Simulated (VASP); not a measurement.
# MnO (P6_3mc) in VASP: a series of runs

Runs on MnO. Level: r2SCAN+U. Tasks: single point.

All numbers are computed with VASP 6.6.1; they aren't measurements. Logs are shortened: lines on timing, memory, paths and dates and some standing lists are left out, and cuts for length are marked.

## Step 1: The cell of the first run

It takes space group P6_3mc (No. 186, hexagonal). Conventional cell: a = 3.474 Å, b = 3.474 Å, c = 5.400 Å, α = 90.00°, β = 90.00°, γ = 120.00°. Mn (site symmetry 3m) has 4 O at 2.09 to 2.11 Å within 2.8 Å. Within 2.8 Å of O (site symmetry 3m) lie 4 Mn at 2.09 to 2.11 Å.

## Step 2: Single point, r2SCAN+U, collinear spin, ferromagnetic start

File POSCAR:

```
MnO
1.0
    3.4741094981      0.0000000000      0.0000000000
   -1.7370547490      3.0086670809      0.0000000000
    0.0000000000      0.0000000000      5.3996316414
Mn O
2 2
Direct
    0.6666666667      0.3333333333      0.4980461331
    0.3333333333      0.6666666667     -0.0019538669
    0.6666666667      0.3333333333      0.8883838669
    0.3333333333      0.6666666667      0.3883838669
```

File INCAR.step1:

```
PREC = Accurate
ENCUT = 520
ISMEAR = -1
SIGMA = 0.05
LREAL = False
LASPH = True
NELM = 150
ISPIN = 2
MAGMOM = 4 4 0 0
LMAXMIX = 4
LDAU = True
LDAUTYPE = 2
LDAUL = 2 -1
LDAUU = 5 0
LDAUJ = 0 0
NBANDS = 31
GGA = PE
ALGO = Normal
EDIFF = 1E-4
LWAVE = True
LCHARG = False
```

File INCAR.step2:

```
PREC = Accurate
ENCUT = 520
EDIFF = 1E-6
ISMEAR = -1
SIGMA = 0.05
LREAL = False
LASPH = True
NELM = 150
ALGO = Normal
ISIF = 2
LWAVE = False
LCHARG = True
ISPIN = 2
MAGMOM = 4 4 0 0
LORBIT = 11
LMAXMIX = 4
LDAU = True
LDAUTYPE = 2
LDAUL = 2 -1
LDAUU = 5 0
LDAUJ = 0 0
LDAUPRINT = 1
METAGGA = R2SCAN
LMIXTAU = True
LELF = True
LVHAR = True
NBANDS = 31
ISTART = 1
```

File KPOINTS:

```
Automatic mesh
0
Gamma
  9 9 5
```

Potentials or basis: VASP PAW PBE potentials, release 64 (Mn_pv, O).

Launch:

```
$ cat potpaw_PBE.64/Mn_pv/POTCAR potpaw_PBE.64/O/POTCAR > POTCAR
$ cp INCAR.step1 INCAR
$ mpirun -np 1 vasp_std > vasp.out
$ cp INCAR.step2 INCAR
$ mpirun -np 1 vasp_std > vasp.out
```

OUTCAR:

```text
PREC = Accurate
   ENCUT = 520
   EDIFF = 1E-6
   ISMEAR = -1
   LREAL = False
   LASPH = True
   NELM = 150
   ISIF = 2
   ISPIN = 2
   LORBIT = 11
   METAGGA = R2SCAN
   ISTART = 1

 ion  position               nearest neighbor table
   1  0.667  0.333  0.498-   4 2.09   4 2.09   4 2.09   3 2.11
   2  0.333  0.667  0.998-   3 2.09   3 2.09   3 2.09   4 2.11
   3  0.667  0.333  0.888-   2 2.09   2 2.09   2 2.09   1 2.11
   4  0.333  0.667  0.388-   1 2.09   1 2.09   1 2.09   2 2.11

  LATTYP: Found a hexagonal cell.
 ALAT       =     3.4741094981
 C/A-ratio  =     1.5542491232

  Lattice vectors:

 A1 = (   3.4741094981,   0.0000000000,   0.0000000000)
 A2 = (  -1.7370547490,   3.0086670809,   0.0000000000)
 A3 = (   0.0000000000,   0.0000000000,   5.3996316414)

Analysis of symmetry for initial positions (statically):
=====================================================================
 Subroutine PRICEL returns:
 Original cell was already a primitive cell.

 Routine SETGRP: Setting up the symmetry group for a
 hexagonal supercell.

 Subroutine GETGRP returns: Found 12 space group operations
 (whereof  6 operations were pure point group operations)
 out of a pool of 24 trial point group operations.

The static configuration has the point symmetry C_3v.
 The point group associated with its full space group is C_6v.

Analysis of symmetry for dynamics (positions and initial velocities):
=====================================================================
 Subroutine PRICEL returns:
 Original cell was already a primitive cell.

 Routine SETGRP: Setting up the symmetry group for a
 hexagonal supercell.

 Subroutine GETGRP returns: Found 12 space group operations
 (whereof  6 operations were pure point group operations)
 out of a pool of 24 trial point group operations.

The dynamic configuration has the point symmetry C_3v.
 The point group associated with its full space group is C_6v.

Analysis of structural, dynamic, and magnetic symmetry:
=====================================================================
 Subroutine PRICEL returns:
 Original cell was already a primitive cell.

 Routine SETGRP: Setting up the symmetry group for a
 hexagonal supercell.

 Subroutine GETGRP returns: Found 12 space group operations
 (whereof  6 operations were pure point group operations)
 out of a pool of 24 trial point group operations.

The overall configuration has the point symmetry C_3v.
 The point group associated with its full space group is C_6v.

 Subroutine INISYM returns: Found 12 space group operations
 (whereof  6 operations are pure point group operations),
 and found     1 'primitive' translations

----------------------------------------------------------------------------------------

                                     Primitive cell

  volume of cell :      56.4393

  direct lattice vectors                    reciprocal lattice vectors
     3.474109498  0.000000000  0.000000000     0.287843547  0.166186549  0.000000000
    -1.737054749  3.008667081  0.000000000     0.000000000  0.332373098  0.000000000
     0.000000000  0.000000000  5.399631641     0.000000000  0.000000000  0.185197818

  length of vectors
     3.474109498  3.474109498  5.399631641     0.332373098  0.332373098  0.185197818

  position of ions in fractional coordinates (direct lattice)
     0.666666667  0.333333333  0.498046133
     0.333333333  0.666666667  0.998046133
     0.666666667  0.333333333  0.888383867
     0.333333333  0.666666667  0.388383867

  ion indices of the primitive-cell ions
   primitive index   ion index
                 1           1
                 2           2
                 3           3
                 4           4

----------------------------------------------------------------------------------------

 KPOINTS: Automatic mesh
[... 91 lines left out ...]
  Thomas-Fermi vector in A             =   2.554220
   LORBIT       =     11    0 simple, 1 ext, 2 COOP (PROOUT), +10 PAW based schemes
 LDA+U is selected, type is set to LDAUTYPE =  2
   angular momentum for each species LDAUL =     2   -1
   U (eV)           for each species LDAUU =   5.0  0.0
   J (eV)           for each species LDAUJ =   0.0  0.0
   METAGGA = R2SCAN    functional components
   LHFCALC =     F    Hartree Fock is set to
   AEXX    =    0.0000 exact exchange contribution
   IVDW    =     0    specifies the selected vdW correction
   LEPSILON=     F    determine dielectric tensor
   LRPA    =     F    only Hartree local field effects (RPA)
 spin polarized calculation
  energy-cutoff  :      520.00
  volume of cell :       56.44
 maximum number of plane-waves:      1540
 NGX is ok and might be reduce to    28
   NGX = 13   NGY = 13   NGZ = 21

atom =   1  type =  1  l = 2

 onsite density matrix

spin component  1

  0.9569  0.0000 -0.0000 -0.0026  0.0000
  0.0000  0.9527 -0.0000  0.0000 -0.0026
 -0.0000 -0.0000  0.9592  0.0000  0.0000
 -0.0026  0.0000  0.0000  0.9527 -0.0000
  0.0000 -0.0026  0.0000 -0.0000  0.9569

spin component  2

  0.0381  0.0000 -0.0000 -0.0124  0.0000
  0.0000  0.0235 -0.0000  0.0000 -0.0124
 -0.0000 -0.0000  0.0480  0.0000  0.0000
 -0.0124  0.0000  0.0000  0.0235 -0.0000
  0.0000 -0.0124  0.0000 -0.0000  0.0381

 occupancies and eigenvectors

  o =  0.0163  v =  0.0000  0.0000  0.0000  0.0000  0.0000  0.4027 -0.5073  0.0000  0.7045 -0.2901      0.0000  0.0000  0.0000  0.0000  0.0000  0.0000  0.0000  0.0000  0.0000  0.0000
  o =  0.0163  v =  0.0000  0.0000  0.0000  0.0000  0.0000  0.2901  0.7045  0.0000  0.5073  0.4027      0.0000  0.0000  0.0000  0.0000  0.0000  0.0000  0.0000  0.0000  0.0000  0.0000
  o =  0.0452  v =  0.0000  0.0000  0.0000  0.0000  0.0000 -0.7047 -0.2899 -0.0000  0.4029  0.5071      0.0000  0.0000  0.0000  0.0000  0.0000  0.0000  0.0000  0.0000  0.0000  0.0000
  o =  0.0452  v =  0.0000  0.0000  0.0000  0.0000  0.0000 -0.5071  0.4029 -0.0000  0.2899 -0.7047      0.0000  0.0000  0.0000  0.0000  0.0000  0.0000  0.0000  0.0000  0.0000  0.0000
  o =  0.0480  v =  0.0000  0.0000  0.0000  0.0000  0.0000 -0.0000 -0.0000  1.0000  0.0000  0.0000      0.0000  0.0000  0.0000  0.0000  0.0000  0.0000  0.0000  0.0000  0.0000  0.0000
  o =  0.9515  v =  0.3476 -0.5288  0.0000  0.7326 -0.2509  0.0000  0.0000  0.0000  0.0000  0.0000      0.0000  0.0000  0.0000  0.0000  0.0000  0.0000  0.0000  0.0000  0.0000  0.0000
  o =  0.9515  v =  0.2509  0.7326  0.0000  0.5288  0.3476  0.0000  0.0000  0.0000  0.0000  0.0000      0.0000  0.0000  0.0000  0.0000  0.0000  0.0000  0.0000  0.0000  0.0000  0.0000
  o =  0.9582  v = -0.7325 -0.2509 -0.0000  0.3476  0.5288  0.0000  0.0000  0.0000  0.0000  0.0000      0.0000  0.0000  0.0000  0.0000  0.0000  0.0000  0.0000  0.0000  0.0000  0.0000
  o =  0.9582  v = -0.5288  0.3476 -0.0000  0.2509 -0.7325  0.0000  0.0000  0.0000  0.0000  0.0000      0.0000  0.0000  0.0000  0.0000  0.0000  0.0000  0.0000  0.0000  0.0000  0.0000
  o =  0.9592  v = -0.0000 -0.0000  1.0000  0.0000  0.0000  0.0000  0.0000  0.0000  0.0000  0.0000      0.0000  0.0000  0.0000  0.0000  0.0000  0.0000  0.0000  0.0000  0.0000  0.0000

atom =   2  type =  1  l = 2

 onsite density matrix

spin component  1

  0.9569 -0.0000 -0.0000  0.0026  0.0000
 -0.0000  0.9527  0.0000  0.0000  0.0026
 -0.0000  0.0000  0.9592 -0.0000  0.0000
  0.0026  0.0000 -0.0000  0.9527  0.0000
  0.0000  0.0026  0.0000  0.0000  0.9569

spin component  2

  0.0381 -0.0000 -0.0000  0.0124  0.0000
 -0.0000  0.0235  0.0000  0.0000  0.0124
 -0.0000  0.0000  0.0480 -0.0000  0.0000
  0.0124  0.0000 -0.0000  0.0235  0.0000
  0.0000  0.0124  0.0000  0.0000  0.0381

 occupancies and eigenvectors

  o =  0.0163  v =  0.0000  0.0000  0.0000  0.0000  0.0000  0.4024  0.5081  0.0000 -0.7039 -0.2905      0.0000  0.0000  0.0000  0.0000  0.0000  0.0000  0.0000  0.0000  0.0000  0.0000
  o =  0.0163  v =  0.0000  0.0000  0.0000  0.0000  0.0000  0.2905 -0.7039  0.0000 -0.5081  0.4024      0.0000  0.0000  0.0000  0.0000  0.0000  0.0000  0.0000  0.0000  0.0000  0.0000
  o =  0.0452  v =  0.0000  0.0000  0.0000  0.0000  0.0000 -0.7058  0.2890 -0.0000 -0.4035  0.5055      0.0000  0.0000  0.0000  0.0000  0.0000  0.0000  0.0000  0.0000  0.0000  0.0000
  o =  0.0452  v =  0.0000  0.0000  0.0000  0.0000  0.0000 -0.5055 -0.4035 -0.0000 -0.2890 -0.7058      0.0000  0.0000  0.0000  0.0000  0.0000  0.0000  0.0000  0.0000  0.0000  0.0000
  o =  0.0480  v =  0.0000  0.0000  0.0000  0.0000  0.0000 -0.0000  0.0000  1.0000 -0.0000  0.0000      0.0000  0.0000  0.0000  0.0000  0.0000  0.0000  0.0000  0.0000  0.0000  0.0000
  o =  0.9515  v =  0.3476  0.5287  0.0000 -0.7326 -0.2509  0.0000  0.0000  0.0000  0.0000  0.0000      0.0000  0.0000  0.0000  0.0000  0.0000  0.0000  0.0000  0.0000  0.0000  0.0000
  o =  0.9515  v =  0.2509 -0.7326  0.0000 -0.5287  0.3476  0.0000  0.0000  0.0000  0.0000  0.0000      0.0000  0.0000  0.0000  0.0000  0.0000  0.0000  0.0000  0.0000  0.0000  0.0000
  o =  0.9582  v = -0.7325  0.2509 -0.0000 -0.3476  0.5288  0.0000  0.0000  0.0000  0.0000  0.0000      0.0000  0.0000  0.0000  0.0000  0.0000  0.0000  0.0000  0.0000  0.0000  0.0000
  o =  0.9582  v = -0.5288 -0.3476 -0.0000 -0.2509 -0.7325  0.0000  0.0000  0.0000  0.0000  0.0000      0.0000  0.0000  0.0000  0.0000  0.0000  0.0000  0.0000  0.0000  0.0000  0.0000
  o =  0.9592  v = -0.0000  0.0000  1.0000 -0.0000  0.0000  0.0000  0.0000  0.0000  0.0000  0.0000      0.0000  0.0000  0.0000  0.0000  0.0000  0.0000  0.0000  0.0000  0.0000  0.0000

 number of electron      38.0000013 magnetization      10.0000009

 Free energy of the ion-electron system (eV)
  ---------------------------------------------------
  ext. energy  EPLUGINS =         0.00000000
  ---------------------------------------------------
  free energy    TOTEN  =       -46.57290232 eV

  energy without entropy =      -46.57257290  energy(sigma->0) =      -46.57273761

 E-fermi :   3.9953     XC(G=0): -10.8298

 val. band max:        3.8845049326   @ k =   0.0000   0.0000   0.0000
 cond. band min:       4.0061507416   @ k =   0.0000   0.0000   0.0000
 fundamental gap:      0.1216458090
 Fermi energy:         3.9953257505

 spin component 1

 k-point     1 :       0.0000    0.0000    0.0000
  band No.  band energies     occupation
      1     -47.6329      1.00000
      2     -47.6060      1.00000
      3     -47.5917      1.00000
      4     -47.5916      1.00000
      5     -47.5869      1.00000
      6     -47.5868      1.00000
[... 1625 lines left out ...]
     30      16.1152      0.00000
     31      17.6398      0.00000

 [... further k-points ...]

------------------------ aborting loop because EDIFF is reached ----------------------------------------

  FORCE on cell =-STRESS in cart. coord.  units (eV):
  Direction    XX          YY          ZZ          XY          YZ          ZX
  --------------------------------------------------------------------------------------
  -------------------------------------------------------------------------------------
  Total       -0.0069218     -0.0069218     -0.1118626     -0.0000000      0.0000000      0.0000000
  in kB       -0.1964928     -0.1964928     -3.1755128     -0.0000000      0.0000000      0.0000000
  external PRESSURE =      -1.1894995 kB  Pullay stress =       0.0000000 kB

 VOLUME and BASIS-vectors are now :
 -----------------------------------------------------------------------------
  energy-cutoff  :      520.00
  volume of cell :       56.44
      direct lattice vectors                 reciprocal lattice vectors
     3.474109498  0.000000000  0.000000000     0.287843547  0.166186549  0.000000000
    -1.737054749  3.008667081  0.000000000     0.000000000  0.332373098  0.000000000
     0.000000000  0.000000000  5.399631641     0.000000000  0.000000000  0.185197818

 POSITION                                       TOTAL-FORCE (eV/Angst)
 -----------------------------------------------------------------------------------
      1.73705      1.00289      2.68927         0.000000     -0.000000     -0.010131
     -0.00000      2.00578      5.38908        -0.000000      0.000000     -0.010131
      1.73705      1.00289      4.79695        -0.000000      0.000000      0.010131
     -0.00000      2.00578      2.09713        -0.000000      0.000000      0.010131
 -----------------------------------------------------------------------------------
    total drift:                               -0.000000      0.000000      0.042230

  FREE ENERGIE OF THE ION-ELECTRON SYSTEM (eV)
  ---------------------------------------------------
  free  energy   TOTEN  =       -46.5729023206 eV

  energy  without entropy=      -46.5725729042  energy(sigma->0) =      -46.57273761

 total charge

# of ion       s       p       d       tot
------------------------------------------
    1        0.232   6.196   4.931  11.358
    2        0.232   6.196   4.931  11.358
    3        1.553   3.489   0.000   5.042
    4        1.553   3.489   0.000   5.042
--------------------------------------------------
tot          3.570  19.369   9.862  32.801

 magnetization (x)

# of ion       s       p       d       tot
------------------------------------------
    1        0.032   0.045   4.598   4.676
    2        0.032   0.045   4.598   4.676
    3        0.013   0.066   0.000   0.079
    4        0.013   0.066   0.000   0.079
--------------------------------------------------
tot          0.091   0.223   9.196   9.510
```

Wall time 4 min (1 thread of Intel Xeon Platinum 8488C (Sapphire Rapids), shared host); peak memory 0.26 GiB.

Results:

* Free energy: -46.5729 eV
* Pressure: -0.1 GPa
* Largest force: 0.010 eV/Å
* Band gap on the k mesh: 0.12 eV
* Net moment: 10.00 μB per cell
* Site moments: Mn +4.68; O +0.08 μB
* Valence electrons inside the program's atomic spheres: Mn 11.36; O 5.04

Forces on the atoms (eV/Å):
```
Mn   0.000  0.000 -0.010
Mn   0.000  0.000 -0.010
O    0.000  0.000  0.010
O    0.000  0.000  0.010
```

Stress tensor (GPa, compression positive):
```
-0.02  0.00  0.00
 0.00 -0.02  0.00
 0.00  0.00 -0.32
```

Levels at points of the mesh, in eV from the valence-band top:
Spin up:
```csv
k point,band 20,band 21,band 22,band 23,band 24,band 25,band 26,band 27,band 28,band 29
"(0.00, 0.00, 0.00)",-0.76,-0.76,-0.36,0.00,0.00,0.12,5.14,7.09,12.51,12.51
```
Spin down:
```
           k point  band 11  band 12  band 13  band 14  band 15  band 16  band 17  band 18
(0.00, 0.00, 0.00)    -3.16    -3.12    -3.12    -2.80     1.48     5.50     5.54     5.54
```

Eigenvalues of the final occupation matrices:
| site | spin | trace | eigenvalues |
| --- | --- | --- | --- |
| site 1 d | 1 | 4.78 | 0.95 0.95 0.96 0.96 0.96 |
| site 1 d | 2 | 0.17 | 0.02 0.02 0.05 0.05 0.05 |
| site 2 d | 1 | 4.78 | 0.95 0.95 0.96 0.96 0.96 |
| site 2 d | 2 | 0.17 | 0.02 0.02 0.05 0.05 0.05 |

Caveat: the PAW data sets were made with another functional, which shifts forces and pressure a little; the run started ferromagnetic, and an antiferromagnetic order may lie lower in energy. The state reached can hang on the start; a lower one may exist.

## Step 3: Single point, r2SCAN+U, collinear spin, ferromagnetic start

This run uses another cell than the first one, of 14.22 Å³/atom.

File POSCAR:

```
MnO
1.0
    3.4828142383      0.0000000000      0.0000000000
   -1.7414071192      3.0162056071      0.0000000000
    0.0000000000      0.0000000000      5.4130997933
Mn O
2 2
Direct
    0.6666666667      0.3333333333      0.4980723624
    0.3333333333      0.6666666667     -0.0019276376
    0.6666666667      0.3333333333      0.8883576376
    0.3333333333      0.6666666667      0.3883576376
```

File INCAR.step1:

```
SYSTEM = MnO
ALGO = Normal
EDIFF = 1E-4
ENCUT = 520
GGA = PE
ISMEAR = -1
ISPIN = 2
LASPH = .TRUE.
LCHARG = .FALSE.
LDAU = .TRUE.
LDAUJ = 0 0
LDAUL = 2 -1
LDAUTYPE = 2
LDAUU = 6 0
LMAXMIX = 4
LREAL = .FALSE.
LWAVE = .TRUE.
MAGMOM = 4 4 0 0
NBANDS = 31
NELM = 150
PREC = Accurate
SIGMA = 0.05
```

File INCAR.step2:

```
SYSTEM = MnO
ALGO = Normal
EDIFF = 1E-6
ENCUT = 520
ISIF = 2
ISMEAR = -1
ISPIN = 2
ISTART = 1
LASPH = .TRUE.
LCHARG = .TRUE.
LDAU = .TRUE.
LDAUJ = 0 0
LDAUL = 2 -1
LDAUPRINT = 1
LDAUTYPE = 2
LDAUU = 6 0
LELF = .TRUE.
LMAXMIX = 4
LMIXTAU = .TRUE.
LORBIT = 11
LREAL = .FALSE.
LVHAR = .TRUE.
LWAVE = .FALSE.
MAGMOM = 4 4 0 0
METAGGA = R2SCAN
NBANDS = 31
NELM = 150
PREC = Accurate
SIGMA = 0.05
```

File KPOINTS:

```
k-points
0
G
  9 9 5
  0 0 0
```

Potentials or basis: VASP PAW PBE potentials, release 64 (Mn_pv, O).

Launch:

```
$ cat potpaw_PBE.64/Mn_pv/POTCAR potpaw_PBE.64/O/POTCAR > POTCAR
$ cp INCAR.step1 INCAR
$ mpirun -np 1 vasp_std > vasp.out
$ cp INCAR.step2 INCAR
$ mpirun -np 1 vasp_std > vasp.out
```

It took 3.9 min on 1 thread of Intel Xeon Platinum 8488C (Sapphire Rapids), shared host; peak memory 0.26 GiB.

It converged, with:

```yaml
Free_energy: -46.2097 eV
Pressure: -0.3 GPa
Largest_force: 0.011 eV/Å
Band_gap_on_the_k_mesh: 0.29 eV
Net_moment: 10.00 μB per cell
Site_moments: Mn +4.70; O +0.06 μB
Valence_electrons_inside_the_program's_atomic_spheres: Mn 11.35; O 5.04
```

Forces on the atoms (eV/Å):
```
Mn   0.000  0.000 -0.011
Mn   0.000  0.000 -0.011
O    0.000  0.000  0.011
O    0.000  0.000  0.011
```

Stress tensor (GPa, compression positive):
```
-0.21  0.00  0.00
 0.00 -0.21  0.00
 0.00  0.00 -0.55
```

Levels at points of the mesh, in eV from the valence-band top:
Spin up:
| k point | band 20 | band 21 | band 22 | band 23 | band 24 | band 25 | band 26 | band 27 | band 28 | band 29 |
| --- | --- | --- | --- | --- | --- | --- | --- | --- | --- | --- |
| (0.00, 0.00, 0.00) | -0.74 | -0.74 | -0.31 | 0.00 | 0.00 | 0.29 | 5.28 | 7.23 | 12.60 | 12.60 |
Spin down:
| k point | band 11 | band 12 | band 13 | band 14 | band 15 | band 16 | band 17 | band 18 |
| --- | --- | --- | --- | --- | --- | --- | --- | --- |
| (0.00, 0.00, 0.00) | -2.91 | -2.85 | -2.85 | -2.54 | 1.63 | 5.93 | 6.13 | 6.13 |

Eigenvalues of the final occupation matrices:
| site | spin | trace | eigenvalues |
| --- | --- | --- | --- |
| site 1 d | 1 | 4.79 | 0.95 0.95 0.96 0.96 0.96 |
| site 1 d | 2 | 0.16 | 0.02 0.02 0.04 0.04 0.04 |
| site 2 d | 1 | 4.79 | 0.95 0.95 0.96 0.96 0.96 |
| site 2 d | 2 | 0.16 | 0.02 0.02 0.04 0.04 0.04 |

Caveat: the PAW data sets were made with another functional, which shifts forces and pressure a little; the run started ferromagnetic, and an antiferromagnetic order may lie lower in energy. The state reached can hang on the start; a lower one may exist.
